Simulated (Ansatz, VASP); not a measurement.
## Cr in VASP and in Ansatz

```
CELL_PARAMETERS angstrom
2.45591 0.00000 0.00000
-1.22796 2.12688 0.00000
0.00000 0.00000 4.47314
ATOMIC_POSITIONS crystal
Cr 0.33333 0.66667 0.25000
Cr 0.66667 0.33333 0.75000
```

Alike in both runs: functional r2SCAN; k mesh 18 × 18 × 10; occupations gaussian, width 0.1 eV; no spin polarisation.

Ansatz relaxed the structure, and its values are those at the end. VASP's run is a single point on that final structure, the one shown.

|  | VASP | Ansatz |
| --- | --- | --- |
| version | VASP 6.6.1 | Ansatz 0.2.0 |
| potentials or method | VASP PAW PBE potentials, release 64 (Cr_pv), cutoff 520 eV | scalar-relativistic, plane waves, PAW |
| valence electrons in the cell | 24 | 28 |

VASP gave:

* gap on the k mesh at the Fermi level (eV): none
* pressure (GPa): 0.7

Q: Which values does Ansatz return?

A: gap on the k mesh at the Fermi level (eV): none; pressure (GPa): 0.0.

VASP's potentials were made for PBE, not for r2SCAN. A gap of «none» marks a metal or a gap that the smearing closes. The functional is the same, so the differences come from potentials, cutoffs and numerics. VASP's potentials hold 24 valence electrons a cell and Ansatz's 28, so a difference there can come from the potentials and not from the codes.
